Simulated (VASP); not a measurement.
# PbS (F-43m) in VASP: notebook, part 2 of 2

VASP 6.6.1.

### Step 3. Single point, PBE

This run uses another cell than the first one, of 35.97 Å³/atom, 1.042 times its volume.

Input file INCAR:

```
PREC = Accurate
ENCUT = 520
EDIFF = 1E-6
ISMEAR = 0
SIGMA = 0.01
LREAL = F
LASPH = T
NELM = 100
ALGO = Normal
ISIF = 2
LWAVE = F
LCHARG = F
GGA = PE
NBANDS = 17
```

Input file KPOINTS:

```
regular mesh
0
Gamma
  6 6 6
```

Input file POSCAR:

```
PbS
1.0
    0.0000000000      3.3009774955      3.3009774955
    3.3009774955      0.0000000000      3.3009774955
    3.3009774955      3.3009774955      0.0000000000
Pb S
1 1
Direct
    0.0000000000      0.0000000000      0.0000000000
    0.2500000000      0.2500000000      0.2500000000
```

Potentials or basis: VASP PAW PBE potentials, release 64 (Pb_d, S).

Command:

```console
> cat potpaw_PBE.64/Pb_d/POTCAR potpaw_PBE.64/S/POTCAR > POTCAR
> mpirun -np 1 vasp_std > vasp.out
```

OUTCAR:

```text
PREC = Accurate
   ENCUT = 520
   EDIFF = 1E-6
   ISMEAR = 0
   LREAL = F
   LASPH = T
   NELM = 100
   ISIF = 2
   GGA = PE

 ion  position               nearest neighbor table
   1  0.000  0.000  0.000-   2 2.86   2 2.86   2 2.86   2 2.86
   2  0.250  0.250  0.250-   1 2.86   1 2.86   1 2.86   1 2.86

  LATTYP: Found a face centered cubic cell.
 ALAT       =     6.6019549910

  Lattice vectors:

 A1 = (   0.0000000000,   3.3009774955,   3.3009774955)
 A2 = (   3.3009774955,   0.0000000000,   3.3009774955)
 A3 = (   3.3009774955,   3.3009774955,   0.0000000000)

Analysis of symmetry for initial positions (statically):
=====================================================================
 Subroutine PRICEL returns:
 Original cell was already a primitive cell.

 Routine SETGRP: Setting up the symmetry group for a
 face centered cubic supercell.

 Subroutine GETGRP returns: Found 24 space group operations
 (whereof 24 operations were pure point group operations)
 out of a pool of 48 trial point group operations.

The static configuration has the point symmetry T_d .

Analysis of symmetry for dynamics (positions and initial velocities):
[... 151 lines left out ...]

 val. band max:        2.7624986099   @ k =  -0.3333   0.5000   0.1667
 cond. band min:       3.6760930397   @ k =   0.5000   0.5000   0.0000
 fundamental gap:      0.9135944298
 Fermi energy:         2.8364180426

 k-point     1 :       0.0000    0.0000    0.0000
  band No.  band energies     occupation
      1     -13.7754      2.00000
      2     -13.7754      2.00000
      3     -13.7754      2.00000
      4     -13.7393      2.00000
      5     -13.7393      2.00000
      6      -9.7398      2.00000
[... 297 lines left out ...]
      4     -13.7440      2.00000
      5     -13.7330      2.00000
      6      -8.7151      2.00000
[... 9 lines left out ...]
     16      12.5484      0.00000
     17      12.6111      0.00000

------------------------ aborting loop because EDIFF is reached ----------------------------------------

  FORCE on cell =-STRESS in cart. coord.  units (eV):
  Direction    XX          YY          ZZ          XY          YZ          ZX
  --------------------------------------------------------------------------------------
  -------------------------------------------------------------------------------------
  Total        0.3173660      0.3173660      0.3173660      0.0000000      0.0000000      0.0000000
  in kB        7.0682736      7.0682736      7.0682736      0.0000000      0.0000000      0.0000000
  external PRESSURE =       7.0682736 kB  Pullay stress =       0.0000000 kB

 VOLUME and BASIS-vectors are now :
 -----------------------------------------------------------------------------
  energy-cutoff  :      520.00
  volume of cell :       71.94
      direct lattice vectors                 reciprocal lattice vectors
     0.000000000  3.300977496  3.300977496    -0.151470284  0.151470284  0.151470284
     3.300977496  0.000000000  3.300977496     0.151470284 -0.151470284  0.151470284
     3.300977496  3.300977496  0.000000000     0.151470284  0.151470284 -0.151470284

 POSITION                                       TOTAL-FORCE (eV/Angst)
 -----------------------------------------------------------------------------------
      0.00000      0.00000      0.00000        -0.000000     -0.000000     -0.000000
      1.65049      1.65049      1.65049         0.000000      0.000000      0.000000
 -----------------------------------------------------------------------------------
    total drift:                                0.000000      0.000000      0.000000

  FREE ENERGIE OF THE ION-ELECTRON SYSTEM (eV)
  ---------------------------------------------------
  free  energy   TOTEN  =        -8.4053935889 eV

  energy  without entropy=       -8.4053935889  energy(sigma->0) =       -8.40539359
```

Wall time 17 s (1 thread of Intel Xeon Platinum 8488C (Sapphire Rapids), shared host); peak memory 0.2 GiB.

Results:

```
Free energy            : -8.4054 eV
Pressure               : 0.7 GPa
Band gap on the k mesh : 0.91 eV, indirect (least direct gap 1.27 eV)
```

Levels at points of the mesh, in eV from the valence-band top:
```csv
k point,band 7,band 8,band 9,band 10,band 11,band 12,band 13,band 14
"(0.00, 0.00, 0.00)",-5.83,-1.62,-1.62,-1.62,2.60,2.60,2.60,5.41
"(0.50, 0.00, 0.00)",-7.60,-2.12,-2.12,-1.81,3.31,3.31,3.71,7.18
"(0.50, 0.50, 0.00)",-8.00,-2.82,-2.82,-0.35,0.91,5.20,5.20,6.11
```

Caveat: spin-orbit coupling is left out, which moves the levels of the heavy elements. A k mesh can miss the band edges.

### Step 4. Single point, PBE

This run uses another cell than the first one, of 36.71 Å³/atom, 1.064 times its volume.

Input file INCAR:

```
  ALGO = Normal
  EDIFF = 1E-7
  ENCUT = 520
  GGA = PE
  ISIF = 2
  ISMEAR = 0
  LASPH = T
  LCHARG = F
  LREAL = F
  LWAVE = F
  NBANDS = 17
  NELM = 60
  PREC = Accurate
  SIGMA = 0.01
```

Input file KPOINTS:

```
k-points
0
Gamma
  6 6 6
```

Input file POSCAR:

```
PbS
1.0
    0.0000000000      3.3235680767      3.3235680767
    3.3235680767      0.0000000000      3.3235680767
    3.3235680767      3.3235680767      0.0000000000
Pb S
1 1
Direct
    0.0000000000      0.0000000000      0.0000000000
    0.2500000000      0.2500000000      0.2500000000
```

Command:

```console
> cat potpaw_PBE.64/Pb_d/POTCAR potpaw_PBE.64/S/POTCAR > POTCAR
> mpirun -np 1 vasp_std > vasp.out
```

It took 17 s on 1 thread of Intel Xeon Platinum 8488C (Sapphire Rapids), shared host; peak memory 0.2 GiB.

The run converged. Its results:

```yaml
Free_energy: -8.4089 eV
Pressure: 0.0 GPa
Band_gap_on_the_k_mesh: 0.96 eV, indirect (least direct gap 1.30 eV)
```

Levels at points of the mesh, in eV from the valence-band top:
```
           k point  band 7  band 8  band 9  band 10  band 11  band 12  band 13  band 14
(0.00, 0.00, 0.00)   -5.88   -1.55   -1.55    -1.55     2.61     2.61     2.61     5.40
(0.50, 0.00, 0.00)   -7.55   -2.04   -2.04    -1.77     3.31     3.31     3.67     7.18
(0.50, 0.50, 0.00)   -7.93   -2.72   -2.72    -0.34     0.96     5.13     5.13     6.12
```

Caveat: spin-orbit coupling is left out, which moves the levels of the heavy elements. A k mesh can miss the band edges.

### Step 5. Single point, PBE (volume changed by -3%)

Input file INCAR:

```
PREC = Accurate
ENCUT = 520
EDIFF = 1E-6
ISMEAR = 0
SIGMA = 0.01
LREAL = False
LASPH = True
NELM = 100
ALGO = Normal
ISIF = 2
LWAVE = False
LCHARG = False
GGA = PE
NBANDS = 17
```

Input file KPOINTS:

```
regular mesh
0
Gamma
  6 6 6
```

Input file POSCAR:

```
PbS
1.0
    0.0000000000      3.2899943866      3.2899943866
    3.2899943866      0.0000000000      3.2899943866
    3.2899943866      3.2899943866      0.0000000000
Pb S
1 1
Direct
    0.0000000000      0.0000000000      0.0000000000
    0.2500000000      0.2500000000      0.2500000000
```

Command:

```console
> cat potpaw_PBE.64/Pb_d/POTCAR potpaw_PBE.64/S/POTCAR > POTCAR
> mpirun -np 1 vasp_std > vasp.out
```

Run time: 15 s. Hardware: 1 thread of Intel Xeon Platinum 8488C (Sapphire Rapids), shared host; peak memory 0.2 GiB.

It converged, with:

```
Free energy            : -8.4012 eV
Pressure               : 1.1 GPa
Band gap on the k mesh : 0.89 eV, indirect (least direct gap 1.25 eV)
```

Levels at points of the mesh, in eV from the valence-band top:
```
           k point  band 8  band 9  band 10  band 11  band 12  band 13
(0.00, 0.00, 0.00)   -1.65   -1.65    -1.65     2.60     2.60     2.60
(0.50, 0.00, 0.00)   -2.16   -2.16    -1.83     3.31     3.31     3.73
(0.50, 0.50, 0.00)   -2.87   -2.87    -0.36     0.89     5.24     5.24
```

Caveat: the cell differs from its parent crystal (volume changed by -3%); spin-orbit coupling is left out, which moves the levels of the heavy elements. A k mesh can miss the band edges.

### Step 6. Single point, PBE (volume changed by +3%)

Input file INCAR:

```
SYSTEM = PbS
PREC = Accurate
ENCUT = 520
EDIFF = 1E-6
ISMEAR = 0
SIGMA = 0.01
LREAL = .FALSE.
LASPH = .TRUE.
NELM = 80
ALGO = Normal
ISIF = 2
LWAVE = .FALSE.
LCHARG = .TRUE.
GGA = PE
LELF = .TRUE.
LVHAR = .TRUE.
NBANDS = 17
```

Input file KPOINTS:

```
Automatic mesh
0
G
  6 6 6
  0 0 0
```

Input file POSCAR:

```
PbS
1.0
    0.0000000000      3.3564768316      3.3564768316
    3.3564768316      0.0000000000      3.3564768316
    3.3564768316      3.3564768316      0.0000000000
Pb S
1 1
Direct
    0.0000000000      0.0000000000      0.0000000000
    0.2500000000      0.2500000000      0.2500000000
```

Potentials or basis: VASP PAW PBE potentials, release 64 (Pb_d, S).

Command:

```console
> cat potpaw_PBE.64/Pb_d/POTCAR potpaw_PBE.64/S/POTCAR > POTCAR
> mpirun -np 1 vasp_std > vasp.out
```

Wall time 17 s (1 thread of Intel Xeon Platinum 8488C (Sapphire Rapids), shared host); peak memory 0.2 GiB.

Results (log left out):

```
Free energy            : -8.4020 eV
Pressure               : -1.0 GPa
Band gap on the k mesh : 1.01 eV, indirect (least direct gap 1.33 eV)
```

Levels at points of the mesh, in eV from the valence-band top:
```csv
k point,band 7,band 8,band 9,band 10,band 11,band 12,band 13,band 14
"(0.00, 0.00, 0.00)",-5.96,-1.46,-1.46,-1.46,2.62,2.62,2.62,5.37
"(0.50, 0.00, 0.00)",-7.48,-1.93,-1.93,-1.71,3.30,3.30,3.61,7.17
"(0.50, 0.50, 0.00)",-7.85,-2.58,-2.58,-0.32,1.01,5.02,5.02,6.13
```

Caveat: the cell differs from its parent crystal (volume changed by +3%); spin-orbit coupling is left out, which moves the levels of the heavy elements. A k mesh can miss the band edges.

### Step 7. The runs side by side

```csv
cell,gap on the mesh (eV),pressure (GPa)
"a = 4.604 Å, angles 60.0°, 2 atoms",0.82,2.4
"a = 4.668 Å, angles 60.0°, 2 atoms",0.91,0.7
"a = 4.700 Å, angles 60.0°, 2 atoms",0.96,0.0
"a = 4.653 Å, angles 60.0°, 2 atoms",0.89,1.1
"a = 4.747 Å, angles 60.0°, 2 atoms",1.01,-1.0
```

Alike in all rows: task single point; level PBE; potentials or basis VASP PAW PBE potentials, release 64 (Pb_d, S); no spin polarisation; k mesh 6 × 6 × 6; cutoff (eV) 520; smearing gaussian 0.01 eV.

Caveats: spin-orbit coupling is left out, which moves the levels of the heavy elements.

Absolute energies hang on the potentials; compare differences alone.
